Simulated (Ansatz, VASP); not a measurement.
# Two plane-wave programs on YMo6

INCAR

```
  ALGO = Fast
  EDIFF = 1E-6
  EDIFFG = -0.04
  ENCUT = 600
  GGA = PE
  IBRION = 2
  ISIF = 3
  ISMEAR = 0
  LASPH = True
  LCHARG = False
  LREAL = False
  LWAVE = False
  NELM = 60
  NSW = 90
  PREC = Accurate
  SIGMA = 0.1
```

File KPOINTS:

```
k-points
0
Gamma
  3 3 6
```

Contents of POSCAR:

```
YMo6
1.0
    7.5949452871      0.0000000000      0.0000000000
   -3.7974726435      6.5774155590      0.0000000000
    0.0000000000      0.0000000000      2.9234755788
Y Mo
1 6
Direct
    0.0000000000      0.0000000000      0.0000000000
    0.3515839384      0.0000000000      0.5000000000
    0.6484160616      0.0000000000      0.5000000000
    0.0000000000      0.3515839384      0.5000000000
    0.0000000000      0.6484160616      0.5000000000
    0.6484160616      0.6484160616      0.5000000000
    0.3515839384      0.3515839384      0.5000000000
```

Input for Ansatz:

```yaml
crystal:
  lattice:
    - [7.5949452871, 0.0, 0.0]
    - [-3.7974726435, 6.577415559, 0.0]
    - [0.0, 0.0, 2.9234755788]
  atoms:
    - { symbol: "Y", position: [0.0, 0.0, 0.0] }
    - { symbol: Mo, position: [0.3515839384, 0.0, 0.5] }
    - { symbol: Mo, position: [0.6484160616, 0.0, 0.5] }
    - { symbol: Mo, position: [0.0, 0.3515839384, 0.5] }
    - { symbol: Mo, position: [0.0, 0.6484160616, 0.5] }
    - { symbol: Mo, position: [0.6484160616, 0.6484160616, 0.5] }
    - { symbol: Mo, position: [0.3515839384, 0.3515839384, 0.5] }
basis:
  ecutwfc: 420
kpoints:
  mp_grid: { grid: [3, 3, 6] }
hamiltonian:
  xc: pbe
scf:
  occupations: { method: gaussian, width: 0.1 }
  lower_state_search: "off"
output:
  forces: true
  stress: true
  eigenvalues: true
relax:
  adjacent_minimum: "off"
  f_tol: 0.04
  max_steps: 70
  cell: { stress_tol: 0.4 }
```

Change from the starting cell: species swapped into the SmC6 type (P6/mmm, No. 191).

Alike in both runs: task relaxation of cell and atoms; functional PBE; k mesh 3 × 3 × 6; occupations gaussian, width 0.1 eV; no spin polarisation.

```csv
,VASP,Ansatz
version,VASP 6.6.1,Ansatz 0.2.0
potentials or method,"VASP PAW PBE potentials, release 64 (Y_sv, Mo_sv), cutoff 600 eV","scalar-relativistic, plane waves, PAW"
valence electrons in the cell,95,95
```

Ansatz gave:

- gap on the k mesh at the Fermi level, each at its own relaxed structure (eV): none
- relaxed volume (Å³/atom): 20.60
- relaxed cell length with the largest relative difference (Å): 2.790

**Question.** Which values does VASP return?

**Answer.** gap on the k mesh at the Fermi level, each at its own relaxed structure (eV): none; relaxed volume (Å³/atom): 20.59; relaxed cell length with the largest relative difference (Å): 2.712.

A gap of «none» marks a metal or a gap that the smearing closes.
